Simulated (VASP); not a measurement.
A run of VASP 6.6.1 is set up as follows.

INCAR

```
PREC     = Accurate       # precision mode
ENCUT    = 600            # plane-wave cutoff, eV
EDIFF    = 1E-6           # SCF threshold, eV
ISMEAR   = 0              # smearing method
SIGMA    = 0.1            # smearing width, eV
LREAL    = False          # projectors in reciprocal space
LASPH    = True           # aspherical terms in the spheres
NELM     = 200            # most SCF steps
ALGO     = Normal         # electronic algorithm
ISIF     = 2              # what is computed and relaxed
LWAVE    = False          # write WAVECAR
LCHARG   = False          # write CHGCAR
ISPIN    = 2              # spin polarisation
MAGMOM   = 7 7 0 0        # initial moments
LORBIT   = 11             # projections on sites
LMAXMIX  = 6              # l up to which the mixer works
LDAU     = True           # DFT+U
LDAUTYPE = 2            
LDAUL    = 3 -1           # shell
LDAUU    = 6.3 0          # U, eV
LDAUJ    = 0 0          
LDAUPRINT= 1            
GGA      = CA             # functional
NBANDS   = 35             # bands
GGA_COMPAT= False
```

The input KPOINTS:

```
regular mesh
0
Gamma
  6 6 6
```

File POSCAR:

```
EuS
1.0
    5.9570000000      2.9785000000      2.9785000000
    2.9785000000      5.9570000000      2.9785000000
    2.9785000000      2.9785000000      5.9570000000
Eu S
2 2
Direct
    0.0000000000      0.0000000000      0.0000000000
    0.5000000000      0.5000000000      0.5000000000
    0.2500000000      0.2500000000      0.2500000000
    0.7500000000      0.7500000000      0.7500000000
```

Potentials or basis: VASP PAW PBE potentials, release 64 (Eu, S).

Launch:

```sh
$ cat potpaw_PBE.64/Eu/POTCAR potpaw_PBE.64/S/POTCAR > POTCAR
$ mpirun -np 1 vasp_std > vasp.out
```

(1) What does it give for the site moments?

(2) Predict the pressure.

(3) What does it give for the band gap on the k mesh?

Answers

(1) Eu +6.75; S -0.05 μB.

(2) -3.6 GPa.

(3) 0.35 eV.

Caveat: the cell stands under tension; the PAW data sets were made with another functional, which shifts forces and pressure a little; spin-orbit coupling is left out, which moves the levels of the heavy elements.
